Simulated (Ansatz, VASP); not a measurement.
Al in VASP and in Ansatz

The input POSCAR:

```
Al
1.0
    0.0000000000      2.0194648466      2.0194648466
    2.0194648466      0.0000000000      2.0194648466
    2.0194648466      2.0194648466      0.0000000000
Al
1
Direct
    0.0000000000      0.0000000000      0.0000000000
```

File INCAR.step1:

```
PREC = Accurate ; ENCUT = 520
ISMEAR = -1 ; SIGMA = 0.03
LREAL = F ; LASPH = T
NELM = 80 ; NBANDS = 8
GGA = PE ; ALGO = Normal
EDIFF = 1E-4 ; LWAVE = T
LCHARG = F
```

Contents of INCAR.step2:

```
PREC = Accurate ; ENCUT = 520
EDIFF = 1E-8 ; ISMEAR = -1
SIGMA = 0.03 ; LREAL = F
LASPH = T ; NELM = 80
ALGO = Normal ; ISIF = 2
LWAVE = F ; LCHARG = F
METAGGA = R2SCAN ; LMIXTAU = T
LEFG = T ; NBANDS = 8
ISTART = 1
```

KPOINTS

```
Automatic mesh
0
Gamma
  15 15 15
```

Input for Ansatz:

```yaml
crystal:
  lattice:
    - [0.0, 2.0194648466, 2.0194648466]
    - [2.0194648466, 0.0, 2.0194648466]
    - [2.0194648466, 2.0194648466, 0.0]
  atoms:
    - { symbol: Al, position: [0.0, 0.0, 0.0] }
kpoints:
  mp_grid: { grid: [15, 15, 15] }
  band_path:
    path:
      - [0.0, 0.0, 0.0]
      - [0.5, 0.0, 0.5]
      - [0.625, 0.25, 0.625]
      - [0.375, 0.375, 0.75]
      - [0.0, 0.0, 0.0]
      - [0.5, 0.5, 0.5]
      - [0.5, 0.25, 0.75]
      - [0.5, 0.0, 0.5]
    npoints: 14
scf:
  occupations: { method: fermi_dirac, width: 0.03 }
hamiltonian:
  xc: r2scan
  pseudopotentials: { kind: paw }
output:
  forces: true
  stress: true
  eigenvalues: true
  efg: { contact_densities: true }
  populations: true
  bader: true
  dos: { projected: true, de: 0.2, e_range: [-14, 8] }
  write_density: true
  write_potential: true
  elf: true
  volumetric_format: npy
```

Alike in both runs: task electric field gradients; functional r2SCAN; k mesh 15 × 15 × 15; occupations fermi-dirac, width 0.03 eV; no spin polarisation.

```csv
,VASP,Ansatz
version,VASP 6.6.1,Ansatz 0.2.0
potentials or method,"VASP PAW PBE potentials, release 64 (Al)","PAW with Ansatz's default frozen-core files, scalar-relativistic"
plane-wave cutoff (eV),520,500
valence electrons in the cell,3,3
```

Ansatz gave:

- pressure (GPa): -2.9

Task: Estimate VASP's values.

Result: Pressure (GPa): -3.2.

VASP's potentials were made for PBE, not for r2SCAN. The functional is the same, so the differences come from potentials, cutoffs and numerics.
